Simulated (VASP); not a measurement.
# Si4O7 (a cell with a defect) in VASP: a series of runs

The runs below take Si4O7 (a cell with a defect) through single point, with PBE.

Everything below comes from runs of VASP 6.6.1. Logs are shortened: lines on timing, memory, paths and dates and some standing lists are left out, and cuts for length are marked.

## Step 1: The cell of the first run

The cell holds a defect, 11 atoms: a = 5.018 Å, b = 5.018 Å, c = 5.018 Å, α = 106.70°, β = 106.70°, γ = 115.16°.

## Step 2: Single point, PBE

INCAR reads:

```
SYSTEM = Si4O7
PREC = Accurate
ENCUT = 520
EDIFF = 1E-7
ISMEAR = 0
SIGMA = 0.05
LREAL = .False.
LASPH = .True.
NELM = 80
ALGO = Normal
ISIF = 2
LWAVE = .False.
LCHARG = .False.
GGA = PE
NBANDS = 40
```

KPOINTS reads:

```
regular mesh
0
Gamma
  6 6 6
  0 0 0
```

POSCAR reads:

```
Si4O7
1.0
    0.0000000000      4.2357990674     -2.6899428419
    0.0000000000     -4.2357990674     -2.6899428419
   -4.2357990674      0.0000000000      2.6899428419
Si O
4 7
Direct
    0.2500000000      0.7500000000      0.5000000000
    0.7500000000      0.2500000000      0.5000000000
    0.0000000000      0.0000000000      1.0000000000
    0.5000000000      0.5000000000      1.0000000000
    1.0000000000      0.3069827092      0.3069827092
    0.5569827092      0.7500000000      0.8069827092
    0.0569827092      0.2500000000      0.8069827092
    0.0000000000      0.6930172908      0.6930172908
    0.5000000000      0.0965086454      0.5965086454
    0.9430172908      0.7500000000      0.1930172908
    0.4430172908      0.2500000000      0.1930172908
```

Potentials or basis: VASP PAW PBE potentials, release 64 (Si, O).

Run with:

```
> cat potpaw_PBE.64/Si/POTCAR potpaw_PBE.64/O/POTCAR > POTCAR
> mpirun -np 1 vasp_std > vasp.out
```

OUTCAR:

```text
SYSTEM = Si4O7
   PREC = Accurate
   ENCUT = 520
   EDIFF = 1E-7
   ISMEAR = 0
   LREAL = .False.
   LASPH = .True.
   NELM = 80
   ISIF = 2
   GGA = PE

 ion  position               nearest neighbor table
   1  0.250  0.750  0.500-   9 1.46   8 1.77   5 1.77   6 1.84  10 1.84   2 2.69   2 2.69
   2  0.750  0.250  0.500-   9 1.46   8 1.77   5 1.77   7 1.84  11 1.84   1 2.69   1 2.69
   3  0.000  0.000  0.000-   6 1.77   7 1.77  10 1.77  11 1.77   5 1.84   8 1.84   4 2.69   4 2.69

   4  0.500  0.500  0.000-   6 1.77   7 1.77  10 1.77  11 1.77   9 2.42   3 2.69   3 2.69
   5  0.000  0.307  0.307-   1 1.77   2 1.77   3 1.84
   6  0.557  0.750  0.807-   3 1.77   4 1.77   1 1.84
   7  0.057  0.250  0.807-   3 1.77   4 1.77   2 1.84
   8  0.000  0.693  0.693-   1 1.77   2 1.77   3 1.84
   9  0.500  0.097  0.597-   1 1.46   2 1.46   4 2.42
  10  0.943  0.750  0.193-   3 1.77   4 1.77   1 1.84
  11  0.443  0.250  0.193-   3 1.77   4 1.77   2 1.84

  LATTYP: Found a body centered tetragonal cell.
 ALAT       =     5.9903244886
 C/A-ratio  =     0.8980958701

  Lattice vectors:

 A1 = (   0.0000000000,   4.2357990674,  -2.6899428419)
 A2 = (   0.0000000000,  -4.2357990674,  -2.6899428419)
 A3 = (  -4.2357990674,   0.0000000000,   2.6899428419)

Analysis of symmetry for initial positions (statically):
=====================================================================
 Subroutine PRICEL returns:
 Original cell was already a primitive cell.

 Routine SETGRP: Setting up the symmetry group for a
 body centered tetragonal supercell.

 Subroutine GETGRP returns: Found  4 space group operations
 (whereof  4 operations were pure point group operations)
 out of a pool of 16 trial point group operations.

The static configuration has the point symmetry C_2v.

Analysis of symmetry for dynamics (positions and initial velocities):
=====================================================================
 Subroutine PRICEL returns:
 Original cell was already a primitive cell.

 Routine SETGRP: Setting up the symmetry group for a
 body centered tetragonal supercell.

 Subroutine GETGRP returns: Found  4 space group operations
 (whereof  4 operations were pure point group operations)
 out of a pool of 16 trial point group operations.

The dynamic configuration has the point symmetry C_2v.

 Subroutine INISYM returns: Found  4 space group operations
 (whereof  4 operations are pure point group operations),
 and found     1 'primitive' translations

----------------------------------------------------------------------------------------

                                     Primitive cell

  volume of cell :      96.5259

  direct lattice vectors                    reciprocal lattice vectors
     0.000000000  4.235799067 -2.689942842    -0.118041482  0.118041482 -0.185877556
     0.000000000 -4.235799067 -2.689942842    -0.118041482 -0.118041482 -0.185877556
    -4.235799067  0.000000000  2.689942842    -0.236082964  0.000000000  0.000000000

  length of vectors
     5.017747127  5.017747127  5.017747127     0.249836044  0.249836044  0.236082964

  position of ions in fractional coordinates (direct lattice)
     0.250000000  0.750000000  0.500000000
     0.750000000  0.250000000  0.500000000
     0.000000000  0.000000000  0.000000000
     0.500000000  0.500000000  0.000000000
     0.000000000  0.306982709  0.306982709
     0.556982709  0.750000000  0.806982709
     0.056982709  0.250000000  0.806982709
     0.000000000  0.693017291  0.693017291
     0.500000000  0.096508645  0.596508645
     0.943017291  0.750000000  0.193017291
     0.443017291  0.250000000  0.193017291

  ion indices of the primitive-cell ions
   primitive index   ion index
                 1           1
                 2           2
                 3           3
                 4           4
                 5           5
                 6           6
                 7           7
                 8           8
                 9           9
                10          10
                11          11

----------------------------------------------------------------------------------------

 KPOINTS: regular mesh

Automatic generation of k-mesh.
 Grid dimensions read from file:
 generate k-points for:    6    6    6

 Generating k-lattice:

  Cartesian coordinates                     Fractional coordinates (reciprocal lattice)
    -0.019673580  0.019673580 -0.030979593     0.166666667  0.000000000  0.000000000
    -0.019673580 -0.019673580 -0.030979593     0.000000000  0.166666667  0.000000000
    -0.039347161  0.000000000  0.000000000     0.000000000  0.000000000  0.166666667

  Length of vectors
     0.041639341  0.041639341  0.039347161

  Shift w.r.t. Gamma in fractional coordinates (k-lattice)
     0.000000000  0.000000000  0.000000000

 Subroutine IBZKPT returns following result:
 ===========================================

 Found     46 irreducible k-points:

 Following reciprocal coordinates:
            Coordinates               Weight
  0.000000  0.000000  0.000000      1.000000
  0.166667  0.000000 -0.000000      4.000000
  0.166667  0.000000 -0.166667      4.000000
  0.333333  0.000000  0.000000      4.000000
  0.333333  0.000000 -0.333333      4.000000
  0.500000 -0.000000  0.000000      2.000000
[... 16 lines left out ...]
 -0.333333 -0.166667 -0.333333      4.000000
 -0.166667  0.166667  0.166667      2.000000
 [... further k-points ...]
   k-points           NKPTS =     46   k-points in BZ     NKDIM =     46   number of bands    NBANDS=     40
   number of dos      NEDOS =    301   number of ions     NIONS =     11
   total plane-waves  NPLWV =  64000
   dimension x,y,z NGX =    40 NGY =   40 NGZ =   40
   dimension x,y,z NGXF=    80 NGYF=   80 NGZF=   80
   ions per type =               4   7
   NGX,Y,Z   is equivalent  to a cutoff of  13.25, 13.25, 13.25 a.u.
   NGXF,Y,Z  is equivalent  to a cutoff of  26.51, 26.51, 26.51 a.u.
 SYSTEM =  Si4O7
   PREC   = accura    normal or accurate (medium, high low for compatibility)
   ISTART =      0    job   : 0-new  1-cont  2-samecut
   ICHARG =      2    charge: 1-file 2-atom 10-const
   ISPIN  =      1    spin polarized calculation?
   LNONCOLLINEAR =      F non collinear calculations
   LSORBIT =      F    spin-orbit coupling
   LASPH  =      T    aspherical Exc in radial PAW
   ENCUT  =  520.0 eV  38.22 Ry    6.18 a.u.   9.33  9.33  9.33*2*pi/ulx,y,z
   NELM   =     80;   NELMIN=  2; NELMDL= -5     # of ELM steps
   EDIFF  = 0.1E-06   stopping-criterion for ELM
   LREAL  =      F    real-space projection
   EDIFFG = 0.1E-05   stopping-criterion for IOM
   NSW    =      0    number of steps for IOM
   IBRION =     -1    ionic relax: 0-MD 1-quasi-New 2-CG
   NFREE  =      0    steps in history (QN), initial steepest desc. (CG)
   ISIF   =      2    stress and relaxation
   ISYM   =      2    0-nonsym 1-usesym 2-fastsym
   POTIM  = 0.5000    time-step for ionic-motion
   TEBEG  =    0.0;   TEEND  =   0.0 temperature during run
   PSTRESS=    0.0 pullay stress
   NELECT =      58.0000    total number of electrons
   NUPDOWN=      -1.0000    fix difference up-down
   EMIN   =  10.00;   EMAX   =-10.00  energy-range for DOS
   EFERMI =   0.00;   METHOD = LEGACY
   ISMEAR =     0;   SIGMA  =   0.05  broadening in eV -4-tet -1-fermi 0-gaus
   EFERMI_NEDOS =   21; number of points for ismear=-14 and -15
   IALGO  =     38    algorithm
   IMIX   =      4    mixing-type and parameters
     AMIX     =   0.40;   BMIX     =  1.00
     AMIX_MAG =   1.60;   BMIX_MAG =  1.00
  volume/ion in A,a.u.               =       8.78        59.22
  Fermi-wavevector in a.u.,A,eV,Ry     =   1.381453  2.610568 25.965543  1.908414
  Thomas-Fermi vector in A             =   2.506236
   LORBIT       =      0    0 simple, 1 ext, 2 COOP (PROOUT), +10 PAW based schemes
   GGA     = PE    functional components
   LHFCALC =     F    Hartree Fock is set to
   AEXX    =    0.0000 exact exchange contribution
   IVDW    =     0    specifies the selected vdW correction
   LEPSILON=     F    determine dielectric tensor
   LRPA    =     F    only Hartree local field effects (RPA)
 non-spin polarized calculation
 Gauss-broadening in eV      SIGMA  =   0.05
  energy-cutoff  :      520.00
  volume of cell :       96.53
 maximum number of plane-waves:      2644
 NGX is ok and might be reduce to    40
   NGX = 19   NGY = 19   NGZ = 19

 number of electron      58.0000014 magnetization

 Free energy of the ion-electron system (eV)
  ---------------------------------------------------
  ext. energy  EPLUGINS =         0.00000000
  ---------------------------------------------------
  free energy    TOTEN  =       -77.62325299 eV

  energy without entropy =      -77.62325299  energy(sigma->0) =      -77.62325299

 E-fermi :  10.7792     XC(G=0): -11.6776

 val. band max:       10.4693031070   @ k =  -0.3333  -0.3333   0.3333
 cond. band min:      11.4803482400   @ k =  -0.3333   0.3333   0.3333
 fundamental gap:      1.0110451330
 Fermi energy:        10.7791891744

 k-point     1 :       0.0000    0.0000    0.0000
  band No.  band energies     occupation
      1     -15.4296      2.00000
      2     -13.6154      2.00000
      3     -12.3248      2.00000
      4     -11.8423      2.00000
      5     -11.7596      2.00000
      6     -11.4760      2.00000
[... 32 lines left out ...]
     39      18.5604      0.00000
     40      19.0221      0.00000

 k-point     2 :       0.1667    0.0000   -0.0000
  band No.  band energies     occupation
      1     -15.3113      2.00000
      2     -13.6876      2.00000
      3     -12.4049      2.00000
      4     -12.1521      2.00000
      5     -11.5524      2.00000
      6     -11.4105      2.00000
[... 935 lines left out ...]
     39      18.2788      0.00000
     40      18.7578      0.00000

 k-point    24 :      -0.1667    0.1667    0.1667
  band No.  band energies     occupation
      1     -15.2894      2.00000
      2     -13.5537      2.00000
      3     -12.4030      2.00000
      4     -12.3960      2.00000
      5     -11.8365      2.00000
      6     -11.2009      2.00000
[... 32 lines left out ...]
     39      18.2875      0.00000
     40      18.5365      0.00000

 [... further k-points ...]

------------------------ aborting loop because EDIFF is reached ----------------------------------------

  FORCE on cell =-STRESS in cart. coord.  units (eV):
  Direction    XX          YY          ZZ          XY          YZ          ZX
  --------------------------------------------------------------------------------------
  -------------------------------------------------------------------------------------
  Total        4.5428805      4.5428805     24.3583893      0.1614632      0.0000000      0.0000000
  in kB       75.4046527     75.4046527    404.3108545      2.6800344      0.0000000      0.0000000
  external PRESSURE =     185.0400533 kB  Pullay stress =       0.0000000 kB

 VOLUME and BASIS-vectors are now :
 -----------------------------------------------------------------------------
  energy-cutoff  :      520.00
  volume of cell :       96.53
      direct lattice vectors                 reciprocal lattice vectors
     0.000000000  4.235799067 -2.689942842    -0.118041482  0.118041482 -0.185877556
     0.000000000 -4.235799067 -2.689942842    -0.118041482 -0.118041482 -0.185877556
    -4.235799067  0.000000000  2.689942842    -0.236082964  0.000000000  0.000000000

 POSITION                                       TOTAL-FORCE (eV/Angst)
 -----------------------------------------------------------------------------------
     -2.11790     -2.11790     -1.34497         4.075235      4.075235      7.871537
     -2.11790      2.11790     -1.34497         4.075235      4.075235     -7.871537
      0.00000      0.00000      0.00000        -0.179279     -0.179279     -0.000000
      0.00000      0.00000     -2.68994        -3.250053     -3.250053     -0.000000
     -1.30032     -1.30032      0.00000         0.171683      0.171683     -0.000000
     -3.41822     -0.81758     -1.34497         0.814505      0.704350      0.051741
     -3.41822     -0.81758      1.34497         0.814505      0.704350     -0.051741
     -2.93548     -2.93548      0.00000        -0.096423     -0.096423     -0.000000
     -2.52669      1.70911      0.00000        -7.834107     -7.834107     -0.000000
     -0.81758      0.81758     -4.03491         0.704350      0.814505      0.051741
     -0.81758      0.81758     -1.34497         0.704350      0.814505     -0.051741
 -----------------------------------------------------------------------------------
    total drift:                               -0.000548     -0.000546     -0.000002

  FREE ENERGIE OF THE ION-ELECTRON SYSTEM (eV)
  ---------------------------------------------------
  free  energy   TOTEN  =       -77.6232529864 eV

  energy  without entropy=      -77.6232529864  energy(sigma->0) =      -77.62325299
```

It took 5.3 min on 1 thread of AMD EPYC 7R13, shared host; peak memory 0.3 GiB.

What came out:

- Free energy: -77.6233 eV
- Pressure: 18.5 GPa
- Largest force: 11.079 eV/Å
- Band gap on the k mesh: 1.01 eV

Forces on the atoms (eV/Å):
```
Si   4.075  4.075  7.872
Si   4.075  4.075 -7.872
Si  -0.179 -0.179  0.000
Si  -3.250 -3.250  0.000
O    0.172  0.172  0.000
O    0.815  0.704  0.052
O    0.815  0.704 -0.052
O   -0.096 -0.096  0.000
O   -7.834 -7.834  0.000
O    0.704  0.815  0.052
O    0.704  0.815 -0.052
```

Caveat: the cell differs from its parent crystal (atoms taken out, atom 9 moved 0.250 of the way to it and +0.000 Å across, host rigid).

[end of part 1 of 2]
